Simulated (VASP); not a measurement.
TaN: single point with r2SCAN

TaN:

```
CELL_PARAMETERS angstrom
2.95572 0.00000 0.00000
-1.47786 2.55973 0.00000
0.00000 0.00000 2.90401
ATOMIC_POSITIONS crystal
Ta 0.33333 0.66667 0.50000
N 0.00000 0.00000 0.00000
```

```
Program                : VASP 6.6.1
Task                   : single point
Functional             : r2SCAN
Potentials or basis    : VASP PAW PBE potentials, release 64 (Ta_pv, N)
Cutoff                 : 520 eV
k mesh                 : 13 × 13 × 12
Occupations            : fermi-dirac, width 0.1 eV
Spin                   : no spin polarisation
Dipole correction      : no
Further INCAR settings : ALGO = Normal; EDIFF = 1e-06; NBANDS = 15
```

The pressure is -5.4 GPa and the band gap on the k mesh is zero (bands 8 and 9 overlap by 0.36 eV).

Stress tensor (GPa, compression positive):
```
-5.23  0.00  0.00
 0.00 -5.23  0.00
 0.00  0.00 -5.81
```

Levels at points of the mesh, in eV from the Fermi level:
```
           k point  band 5  band 6  band 7  band 8  band 9  band 10  band 11  band 12
(0.00, 0.00, 0.00)   -4.72   -4.72   -4.30   -3.12    2.36     3.67     3.67     4.13
(0.00, 0.00, 0.50)   -9.59   -3.88   -3.88   -0.07   -0.07     2.32     3.58     3.58
```

Wall time 3.2 min on 1 thread of Intel Xeon 8259CL (shared host), peak memory 0.18 GiB.

Caveat: the cell stands under tension; the PAW data sets were made with another functional, which shifts forces and pressure a little; spin-orbit coupling is left out, which moves the levels of the heavy elements.
